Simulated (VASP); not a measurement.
Here is a VASP 6.6.1 calculation.

INCAR

```
PREC     = Accurate       # precision mode
ENCUT    = 520            # plane-wave cutoff, eV
EDIFF    = 1E-6           # SCF threshold, eV
ISMEAR   = 1              # smearing method
SIGMA    = 0.1            # smearing width, eV
LREAL    = False          # projectors in reciprocal space
LASPH    = True           # aspherical terms in the spheres
NELM     = 100            # most SCF steps
ALGO     = Normal         # electronic algorithm
ISIF     = 2              # what is computed and relaxed
LWAVE    = False          # write WAVECAR
LCHARG   = False          # write CHGCAR
GGA      = PS             # functional
NBANDS   = 21             # bands
```

Contents of KPOINTS:

```
Automatic mesh
0
Gamma
  12 12 12
```

The input POSCAR:

```
Ge
1.0
   -2.5588042971      2.5588042971      1.4008462607
    2.5588042971     -2.5588042971      1.4008462607
    2.5588042971      2.5588042971     -1.4008462607
Ge
2
Direct
    0.2500000000      0.7500000000      0.5000000000
    0.5000000000      0.5000000000      0.0000000000
```

Potentials or basis: VASP PAW PBE potentials, release 64 (Ge_d).

Run with:

```console
$ cat potpaw_PBE.64/Ge_d/POTCAR > POTCAR
$ mpirun -np 1 vasp_std > vasp.out
```

(1) Predict the pressure.

(2) Predict the band gap on the k mesh.

Results:

(1) -0.1 GPa.

(2) zero (bands 14 and 15 overlap by 5.23 eV).

Caveat: the PAW data sets were made with another functional, which shifts forces and pressure a little.
